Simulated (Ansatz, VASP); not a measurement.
## Ba2BCl in VASP and in Ansatz

```
CELL_PARAMETERS angstrom
4.36665 0.00000 0.00000
0.00000 4.36665 0.00000
0.00000 0.00000 6.17692
ATOMIC_POSITIONS crystal
Ba 0.00000 0.00000 0.50000
Ba 0.50000 0.50000 0.00000
B 0.00000 0.00000 0.00000
Cl 0.50000 0.50000 0.50000
```

Change from the starting cell: species swapped into the BaEuS2 type (P4/mmm, No. 123).

Alike in both runs: task single point; functional PBE; k mesh 4 × 4 × 4; occupations gaussian, width 0.1 eV; no spin polarisation.

|  | VASP | Ansatz |
| --- | --- | --- |
| version | VASP 6.6.1 | Ansatz 0.2.0 |
| potentials or method | VASP PAW PBE potentials, release 64 (Ba_sv, B, Cl), cutoff 520 eV | scalar-relativistic, plane waves, PAW |
| valence electrons in the cell | 30 | 30 |

|  | VASP | Ansatz | Ansatz less VASP |
| --- | --- | --- | --- |
| gap on the k mesh at the Fermi level (eV) | none | none | - |
| pressure (GPa) | 3.3 | 2.7 | -0.53 |
| traceless stress, the component that is largest in VASP (GPa) | 0.71 | 0.74 | +0.023 |

A gap of «none» marks a metal or a gap that the smearing closes.

Neither program's run includes spin-orbit coupling.
